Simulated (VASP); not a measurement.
# AlGa3N4 (P-43m) in VASP: a series of runs

Runs on AlGa3N4. Level: LDA. Tasks: single point.

Program: VASP 6.6.1. These are calculated values, not measurements. Logs are shortened: lines on timing, memory, paths and dates and some standing lists are left out, and cuts for length are marked.

## 1. The cell of the first run

The structure is cubic, space group P-43m (No. 215). The conventional cell has a = 4.305 Å, b = 4.305 Å, c = 4.305 Å, α = 90.00°, β = 90.00°, γ = 90.00°. Al (site symmetry -43m) has 4 N at 1.83 Å within 2.4 Å. Within 2.5 Å of Ga (site symmetry -42m) lie 4 N at 1.88 Å. Within 2.4 Å of N (site symmetry 3m) lie 1 Al at 1.83 Å and 3 Ga at 1.88 Å.

## 2. Single point, LDA (9.98 Å³/atom)

INCAR

```
PREC     = Accurate       # precision mode
ENCUT    = 1330           # plane-wave cutoff, eV
EDIFF    = 1E-6           # SCF threshold, eV
ISMEAR   = 0              # smearing method
SIGMA    = 0.05           # smearing width, eV
LREAL    = F              # projectors in reciprocal space
LASPH    = T              # aspherical terms in the spheres
NELM     = 120            # most SCF steps
ALGO     = Normal         # electronic algorithm
ISIF     = 2              # what is computed and relaxed
LWAVE    = F              # write WAVECAR
LCHARG   = F              # write CHGCAR
NBANDS   = 41             # bands
GGA_COMPAT= F
```

KPOINTS

```
regular mesh
0
Gamma
  6 6 6
```

POSCAR

```
AlGa3N4
1.0
    4.3054195232      0.0000000000      0.0000000000
    0.0000000000      4.3054195232      0.0000000000
    0.0000000000      0.0000000000      4.3054195232
Al Ga N
1 3 4
Direct
    0.0000000000      0.0000000000      0.0000000000
    0.5000000000      0.5000000000      0.0000000000
    0.5000000000      0.0000000000      0.5000000000
    0.0000000000      0.5000000000      0.5000000000
    0.7548078379      0.7548078379      0.2451921621
    0.7548078379      0.2451921621      0.7548078379
    0.2451921621      0.7548078379      0.7548078379
    0.2451921621      0.2451921621      0.2451921621
```

Potentials or basis: VASP PAW LDA potentials, release 64 (Al, Ga_d, N_h).

The run is started by

```console
$ cat potpaw_LDA.64/Al/POTCAR potpaw_LDA.64/Ga_d/POTCAR potpaw_LDA.64/N_h/POTCAR > POTCAR
$ mpirun -np 1 vasp_std > vasp.out
```

OUTCAR:

```text
PREC = Accurate
   ENCUT = 1330
   EDIFF = 1E-6
   ISMEAR = 0
   LREAL = F
   LASPH = T
   NELM = 120
   ISIF = 2

 ion  position               nearest neighbor table
   1  0.000  0.000  0.000-   5 1.83   6 1.83   7 1.83   8 1.83   3 3.04   4 3.04   2 3.04   3 3.04
                             4 3.04   2 3.04   4 3.04   4 3.04   2 3.04   3 3.04   3 3.04   2 3.04
   2  0.500  0.500  0.000-   5 1.88   6 1.88   7 1.88   8 1.88   1 3.04   1 3.04   1 3.04   1 3.04

   3  0.500  0.000  0.500-   5 1.88   6 1.88   7 1.88   8 1.88   1 3.04   1 3.04   1 3.04   1 3.04

   4  0.000  0.500  0.500-   5 1.88   6 1.88   7 1.88   8 1.88   1 3.04   1 3.04   1 3.04   1 3.04

   5  0.755  0.755  0.245-   1 1.83   2 1.88   3 1.88   4 1.88
   6  0.755  0.245  0.755-   1 1.83   2 1.88   3 1.88   4 1.88
   7  0.245  0.755  0.755-   1 1.83   2 1.88   3 1.88   4 1.88
   8  0.245  0.245  0.245-   1 1.83   2 1.88   3 1.88   4 1.88

  LATTYP: Found a simple cubic cell.
 ALAT       =     4.3054195232

  Lattice vectors:

 A1 = (   4.3054195232,   0.0000000000,   0.0000000000)
 A2 = (   0.0000000000,   4.3054195232,   0.0000000000)
 A3 = (   0.0000000000,   0.0000000000,   4.3054195232)

Analysis of symmetry for initial positions (statically):
=====================================================================
 Subroutine PRICEL returns:
 Original cell was already a primitive cell.

 Routine SETGRP: Setting up the symmetry group for a
 simple cubic supercell.

 Subroutine GETGRP returns: Found 24 space group operations
 (whereof 24 operations were pure point group operations)
 out of a pool of 48 trial point group operations.

The static configuration has the point symmetry T_d .

Analysis of symmetry for dynamics (positions and initial velocities):
=====================================================================
 Subroutine PRICEL returns:
 Original cell was already a primitive cell.

 Routine SETGRP: Setting up the symmetry group for a
 simple cubic supercell.

 Subroutine GETGRP returns: Found 24 space group operations
 (whereof 24 operations were pure point group operations)
 out of a pool of 48 trial point group operations.

The dynamic configuration has the point symmetry T_d .

 Subroutine INISYM returns: Found 24 space group operations
 (whereof 24 operations are pure point group operations),
 and found     1 'primitive' translations

----------------------------------------------------------------------------------------

                                     Primitive cell

  volume of cell :      79.8080

  direct lattice vectors                    reciprocal lattice vectors
     4.305419523  0.000000000  0.000000000     0.232265403  0.000000000  0.000000000
     0.000000000  4.305419523  0.000000000     0.000000000  0.232265403  0.000000000
     0.000000000  0.000000000  4.305419523     0.000000000  0.000000000  0.232265403

  length of vectors
     4.305419523  4.305419523  4.305419523     0.232265403  0.232265403  0.232265403

  position of ions in fractional coordinates (direct lattice)
     0.000000000  0.000000000  0.000000000
     0.500000000  0.500000000  0.000000000
     0.500000000  0.000000000  0.500000000
     0.000000000  0.500000000  0.500000000
     0.754807838  0.754807838  0.245192162
     0.754807838  0.245192162  0.754807838
     0.245192162  0.754807838  0.754807838
     0.245192162  0.245192162  0.245192162

  ion indices of the primitive-cell ions
   primitive index   ion index
                 1           1
                 2           2
                 3           3
                 4           4
                 5           5
                 6           6
                 7           7
                 8           8

----------------------------------------------------------------------------------------

 KPOINTS: regular mesh

Automatic generation of k-mesh.
 Grid dimensions read from file:
 generate k-points for:    6    6    6

 Generating k-lattice:

  Cartesian coordinates                     Fractional coordinates (reciprocal lattice)
     0.038710900  0.000000000  0.000000000     0.166666667  0.000000000  0.000000000
     0.000000000  0.038710900  0.000000000     0.000000000  0.166666667  0.000000000
     0.000000000  0.000000000  0.038710900     0.000000000  0.000000000  0.166666667

  Length of vectors
     0.038710900  0.038710900  0.038710900

  Shift w.r.t. Gamma in fractional coordinates (k-lattice)
     0.000000000  0.000000000  0.000000000

 Subroutine IBZKPT returns following result:
 ===========================================

 Found     20 irreducible k-points:

 Following reciprocal coordinates:
            Coordinates               Weight
  0.000000  0.000000  0.000000      1.000000
  0.166667  0.000000  0.000000      6.000000
  0.333333  0.000000  0.000000      6.000000
  0.500000  0.000000  0.000000      3.000000
  0.166667  0.166667  0.000000     12.000000
  0.333333  0.166667  0.000000     24.000000
[... 12 lines left out ...]
  0.500000  0.500000  0.333333      6.000000
  0.500000  0.500000  0.500000      1.000000
   k-points           NKPTS =     20   k-points in BZ     NKDIM =     20   number of bands    NBANDS=     41
   number of dos      NEDOS =    301   number of ions     NIONS =      8
   total plane-waves  NPLWV = 157464
   dimension x,y,z NGX =    54 NGY =   54 NGZ =   54
   dimension x,y,z NGXF=   108 NGYF=  108 NGZF=  108
   ions per type =               1   3   4
   NGX,Y,Z   is equivalent  to a cutoff of  20.85, 20.85, 20.85 a.u.
   NGXF,Y,Z  is equivalent  to a cutoff of  41.70, 41.70, 41.70 a.u.
 SYSTEM =  unknown system
   PREC   = accura    normal or accurate (medium, high low for compatibility)
   ISTART =      0    job   : 0-new  1-cont  2-samecut
   ICHARG =      2    charge: 1-file 2-atom 10-const
   ISPIN  =      1    spin polarized calculation?
   LNONCOLLINEAR =      F non collinear calculations
   LSORBIT =      F    spin-orbit coupling
   LASPH  =      T    aspherical Exc in radial PAW
   ENCUT  = 1330.0 eV  97.75 Ry    9.89 a.u.  12.80 12.80 12.80*2*pi/ulx,y,z
   NELM   =    120;   NELMIN=  2; NELMDL= -5     # of ELM steps
   EDIFF  = 0.1E-05   stopping-criterion for ELM
   LREAL  =      F    real-space projection
   EDIFFG = 0.1E-04   stopping-criterion for IOM
   NSW    =      0    number of steps for IOM
   IBRION =     -1    ionic relax: 0-MD 1-quasi-New 2-CG
   NFREE  =      0    steps in history (QN), initial steepest desc. (CG)
   ISIF   =      2    stress and relaxation
   ISYM   =      2    0-nonsym 1-usesym 2-fastsym
   POTIM  = 0.5000    time-step for ionic-motion
   TEBEG  =    0.0;   TEEND  =   0.0 temperature during run
   PSTRESS=    0.0 pullay stress
   NELECT =      62.0000    total number of electrons
   NUPDOWN=      -1.0000    fix difference up-down
   EMIN   =  10.00;   EMAX   =-10.00  energy-range for DOS
   EFERMI =   0.00;   METHOD = LEGACY
   ISMEAR =     0;   SIGMA  =   0.05  broadening in eV -4-tet -1-fermi 0-gaus
   EFERMI_NEDOS =   21; number of points for ismear=-14 and -15
   IALGO  =     38    algorithm
   IMIX   =      4    mixing-type and parameters
     AMIX     =   0.40;   BMIX     =  1.00
     AMIX_MAG =   1.60;   BMIX_MAG =  1.00
  volume/ion in A,a.u.               =       9.98        67.32
  Fermi-wavevector in a.u.,A,eV,Ry     =   1.504954  2.843951 30.815656  2.264887
  Thomas-Fermi vector in A             =   2.615866
   LORBIT       =      0    0 simple, 1 ext, 2 COOP (PROOUT), +10 PAW based schemes
   GGA     = CA    functional components
   LHFCALC =     F    Hartree Fock is set to
   AEXX    =    0.0000 exact exchange contribution
   IVDW    =     0    specifies the selected vdW correction
   LEPSILON=     F    determine dielectric tensor
   LRPA    =     F    only Hartree local field effects (RPA)
 non-spin polarized calculation
 Gauss-broadening in eV      SIGMA  =   0.05
  energy-cutoff  :     1330.00
  volume of cell :       79.81
 maximum number of plane-waves:      8844
 NGX is ok and might be reduce to    54
   NGX = 25   NGY = 25   NGZ = 25

 number of electron      61.9999995 magnetization

 Free energy of the ion-electron system (eV)
  ---------------------------------------------------
  ext. energy  EPLUGINS =         0.00000000
  ---------------------------------------------------
  free energy    TOTEN  =       -57.74939565 eV

  energy without entropy =      -57.74939565  energy(sigma->0) =      -57.74939565

 E-fermi :   6.9918     XC(G=0): -12.5350

 val. band max:        6.7835834347   @ k =   0.0000   0.0000   0.0000
 cond. band min:       9.9547014451   @ k =   0.0000   0.0000   0.0000
 fundamental gap:      3.1711180104
 Fermi energy:         6.9917786168

 k-point     1 :       0.0000    0.0000    0.0000
  band No.  band energies     occupation
      1      -9.7084      2.00000
      2      -8.0434      2.00000
      3      -8.0434      2.00000
      4      -8.0434      2.00000
      5      -6.5919      2.00000
      6      -6.5381      2.00000
[... 33 lines left out ...]
     40      18.2601      0.00000
     41      18.2602      0.00000

 k-point     2 :       0.1667    0.0000    0.0000
  band No.  band energies     occupation
      1      -9.5732      2.00000
      2      -8.0984      2.00000
      3      -8.0456      2.00000
      4      -8.0456      2.00000
      5      -6.5799      2.00000
      6      -6.5339      2.00000
[... 33 lines left out ...]
     40      18.5009      0.00000
     41      18.5138      0.00000

 k-point     3 :       0.3333    0.0000    0.0000
  band No.  band energies     occupation
      1      -9.2020      2.00000
      2      -8.3025      2.00000
      3      -8.0499      2.00000
      4      -8.0499      2.00000
      5      -6.5477      2.00000
      6      -6.5134      2.00000
[... 699 lines left out ...]
      2      -8.2718      2.00000
      3      -8.2718      2.00000
      4      -8.2560      2.00000
      5      -6.5458      2.00000
      6      -6.5458      2.00000
[... 33 lines left out ...]
     40      17.4901      0.00000
     41      17.7021      0.00000

 k-point    20 :       0.5000    0.5000    0.5000
  band No.  band energies     occupation
      1      -8.4568      2.00000
      2      -8.2653      2.00000
      3      -8.2653      2.00000
      4      -8.2653      2.00000
      5      -6.5508      2.00000
      6      -6.5508      2.00000
[... 33 lines left out ...]
     40      17.1440      0.00000
     41      17.1440      0.00000

------------------------ aborting loop because EDIFF is reached ----------------------------------------

  FORCE on cell =-STRESS in cart. coord.  units (eV):
  Direction    XX          YY          ZZ          XY          YZ          ZX
  --------------------------------------------------------------------------------------
  -------------------------------------------------------------------------------------
  Total       10.7815531     10.7815531     10.7815531      0.0000000     -0.0000000      0.0000000
  in kB      216.4439660    216.4439660    216.4439660      0.0000000     -0.0000000      0.0000000
  external PRESSURE =     216.4439660 kB  Pullay stress =       0.0000000 kB

 VOLUME and BASIS-vectors are now :
 -----------------------------------------------------------------------------
  energy-cutoff  :     1330.00
  volume of cell :       79.81
      direct lattice vectors                 reciprocal lattice vectors
     4.305419523  0.000000000  0.000000000     0.232265403  0.000000000  0.000000000
     0.000000000  4.305419523  0.000000000     0.000000000  0.232265403  0.000000000
     0.000000000  0.000000000  4.305419523     0.000000000  0.000000000  0.232265403

 POSITION                                       TOTAL-FORCE (eV/Angst)
 -----------------------------------------------------------------------------------
      0.00000      0.00000      0.00000         0.000000     -0.000000      0.000000
      2.15271      2.15271      0.00000         0.000000     -0.000000      0.000000
      2.15271      0.00000      2.15271         0.000000     -0.000000      0.000000
      0.00000      2.15271      2.15271         0.000000     -0.000000      0.000000
      3.24976      3.24976      1.05566         0.040953      0.040953     -0.040953
      3.24976      1.05566      3.24976         0.040953     -0.040953      0.040953
      1.05566      3.24976      3.24976        -0.040953      0.040953      0.040953
      1.05566      1.05566      1.05566        -0.040953     -0.040953     -0.040953
 -----------------------------------------------------------------------------------
    total drift:                                0.000000      0.000000     -0.000000

  FREE ENERGIE OF THE ION-ELECTRON SYSTEM (eV)
  ---------------------------------------------------
  free  energy   TOTEN  =       -57.7493956521 eV

  energy  without entropy=      -57.7493956521  energy(sigma->0) =      -57.74939565
```

Wall time 5.4 min (1 thread of Intel Xeon Platinum 8259CL at 2.50GHz (Skylake/Cascade Lake), shared host); peak memory 0.44 GiB.

What came out:

- Free energy: -57.7494 eV
- Pressure: 21.6 GPa
- Largest force: 0.071 eV/Å
- Band gap on the k mesh: 3.17 eV

Forces on the atoms (eV/Å):
```
Al   0.000  0.000  0.000
Ga   0.000  0.000  0.000
Ga   0.000  0.000  0.000
Ga   0.000  0.000  0.000
N    0.041  0.041 -0.041
N    0.041 -0.041  0.041
N   -0.041  0.041  0.041
N   -0.041 -0.041 -0.041
```

Caveat: the cell stands under pressure.

## 3. Single point, LDA (10.41 Å³/atom)

This run uses another cell than the first one, of 10.41 Å³/atom.

INCAR

```
SYSTEM = AlGa3N4
PREC = Accurate
ENCUT = 1330
EDIFF = 1E-6
ISMEAR = 0
SIGMA = 0.05
LREAL = .FALSE.
LASPH = .TRUE.
NELM = 120
ALGO = Normal
ISIF = 2
LWAVE = .FALSE.
LCHARG = .TRUE.
LELF = .TRUE.
LVHAR = .TRUE.
NBANDS = 41
GGA_COMPAT = .FALSE.
```

KPOINTS

```
Automatic mesh
0
G
  6 6 6
  0 0 0
```

POSCAR: that of step 2 with these lines changed.

```diff
@@ -2,5 +2,5 @@
 1.0
-    4.3054195232      0.0000000000      0.0000000000
-    0.0000000000      4.3054195232      0.0000000000
-    0.0000000000      0.0000000000      4.3054195232
+    4.3669703057      0.0000000000      0.0000000000
+    0.0000000000      4.3669703057      0.0000000000
+    0.0000000000      0.0000000000      4.3669703057
 Al Ga N
```

Potentials or basis: VASP PAW LDA potentials, release 64 (Al, Ga_d, N_h).

The run is started by

```console
$ cat potpaw_LDA.64/Al/POTCAR potpaw_LDA.64/Ga_d/POTCAR potpaw_LDA.64/N_h/POTCAR > POTCAR
$ mpirun -np 1 vasp_std > vasp.out
```

Run time: 10 min. Hardware: 1 thread of Intel Xeon Platinum 8259CL at 2.50GHz (Skylake/Cascade Lake), shared host; peak memory 0.45 GiB.

The run converged. Its results:

- Free energy: -58.0930 eV
- Pressure: 10.2 GPa
- Largest force: 0.046 eV/Å
- Band gap on the k mesh: 2.86 eV

Forces on the atoms (eV/Å):
```
Al   0.000  0.000  0.000
Ga   0.000  0.000  0.000
Ga   0.000  0.000  0.000
Ga   0.000  0.000  0.000
N    0.027  0.027 -0.027
N    0.027 -0.027  0.027
N   -0.027  0.027  0.027
N   -0.027 -0.027 -0.027
```

Levels at points of the mesh, in eV from the valence-band top:
```tsv
k point	band 29	band 30	band 31	band 32	band 33	band 34
(0.00, 0.00, 0.00)	0.00	0.00	0.00	2.86	3.40	3.40
(0.50, 0.00, 0.00)	-1.62	-1.29	-1.29	5.15	5.24	6.30
(0.50, 0.50, 0.00)	-1.01	-1.01	-0.68	7.15	7.38	7.38
(0.50, 0.50, 0.50)	-0.73	-0.73	-0.73	5.43	5.43	5.43
```

Caveat: the cell stands under pressure.
